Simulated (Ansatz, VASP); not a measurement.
**KI: VASP beside Ansatz**

Contents of INCAR:

```
PREC = Accurate ; ENCUT = 520
EDIFF = 1E-7 ; ISMEAR = -1
SIGMA = 0.05 ; LREAL = F
LASPH = T ; NELM = 80
ALGO = Normal ; ISIF = 2
LWAVE = F ; LCHARG = T
GGA = PE ; LELF = T
LVHAR = T ; NBANDS = 15
```

Contents of KPOINTS:

```
regular mesh
0
Gamma
  7 7 7
```

File POSCAR:

```
KI
1.0
    0.0000000000      3.5561715428      3.5561715428
    3.5561715428      0.0000000000      3.5561715428
    3.5561715428      3.5561715428      0.0000000000
I K
1 1
Direct
    0.5000000000      0.5000000000      0.5000000000
    0.0000000000      0.0000000000      0.0000000000
```

File input.yaml:

```yaml
crystal:
  lattice:
    - [0.0, 3.5561715428, 3.5561715428]
    - [3.5561715428, 0.0, 3.5561715428]
    - [3.5561715428, 3.5561715428, 0.0]
  atoms:
    - { symbol: I, position: [0.5, 0.5, 0.5] }
    - { symbol: K, position: [0.0, 0.0, 0.0] }
kpoints:
  mp_grid: { grid: [7, 7, 7] }
scf:
  occupations: { method: fermi_dirac, width: 0.05 }
hamiltonian:
  xc: pbe
  pseudopotentials: { kind: all_electron, lapw: { basis_error: 0.0005 } }
output:
  forces: true
  stress: true
  eigenvalues: true
```

Change from the starting cell: volume scaled by 1.02.

Alike in both runs: task single point; functional PBE; k mesh 7 × 7 × 7; occupations fermi-dirac, width 0.05 eV; no spin polarisation.

|  | VASP | Ansatz |
| --- | --- | --- |
| version | VASP 6.6.1 | Ansatz 0.2.0 |
| potentials or method | VASP PAW PBE potentials, release 64 (I, K_sv), cutoff 520 eV | all-electron LAPW, scalar-relativistic |

VASP gave:

```
gap on the k mesh at the Fermi level (eV) : 3.92
least direct gap on the mesh (eV)         : 3.92
pressure (GPa)                            : 0.4
```

Problem. Estimate Ansatz's values.

Solution. gap on the k mesh at the Fermi level (eV): 3.92; least direct gap on the mesh (eV): 3.92; pressure (GPa): 0.3.

Ansatz ran all-electron here, and VASP with PAW potentials.

Spin-orbit coupling is off throughout.
